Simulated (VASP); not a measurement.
HfB2: single point with PBE+U

The system is HfB2.

```
CELL_PARAMETERS angstrom
3.14678 0.00000 0.00000
-1.57339 2.72519 0.00000
0.00000 0.00000 3.51367
ATOMIC_POSITIONS crystal
Hf 0.00000 0.00000 0.00000
B 0.66667 0.33333 0.50000
B 0.33333 0.66667 0.50000
```

```yaml
Program: VASP 6.6.1
Task: single point
Functional: PBE
Potentials_or_basis: VASP PAW PBE potentials, release 64 (Hf_pv, B)
Cutoff: 520 eV
k_mesh: 10 × 10 × 8
Occupations: fermi-dirac, width 0.05 eV
Spin: no spin polarisation
Hubbard_terms: Hf d U = 2.0 eV
```

```json
{"Pressure": "3.2 GPa", "Band gap on the k mesh": "zero (band 8 reaches 8.53 eV, above the bottom of band 9 at 7.59 eV)"}
```

Stress tensor (GPa, compression positive):
```
3.12 0.00 0.00
0.00 3.12 0.00
0.00 0.00 3.43
```

Levels at points of the mesh, in eV from the Fermi level:
```
           k point  band 6  band 7  band 8  band 9  band 10  band 11
(0.00, 0.00, 0.00)   -2.92   -2.78   -2.78    4.22     4.22     4.65
(0.50, 0.00, 0.00)   -4.05   -3.47   -2.69    1.94     2.91     5.56
(0.00, 0.00, 0.50)   -1.21   -1.21    0.53    0.53     1.18     1.18
(0.50, 0.00, 0.50)   -4.85   -4.65   -2.85    3.85     4.17     6.43
```

Eigenvalues of the final occupation matrices:
| site | spin | trace | eigenvalues |
| --- | --- | --- | --- |
| site 1 d | 1 | 0.89 | 0.16 0.18 0.18 0.19 0.19 |
| site 1 d | 2 | 0.89 | 0.16 0.18 0.18 0.19 0.19 |

Wall time 21 s on 1 thread of Intel(R) Xeon(R) Platinum 8259CL CPU @ 2.50GHz (Skylake/Cascade Lake), on a shared host, peak memory 0.16 GiB.

Caveat: spin-orbit coupling is left out, which moves the levels of the heavy elements; U without spin polarisation on a metal has little footing; the U is typed as a test and isn't derived for this compound.
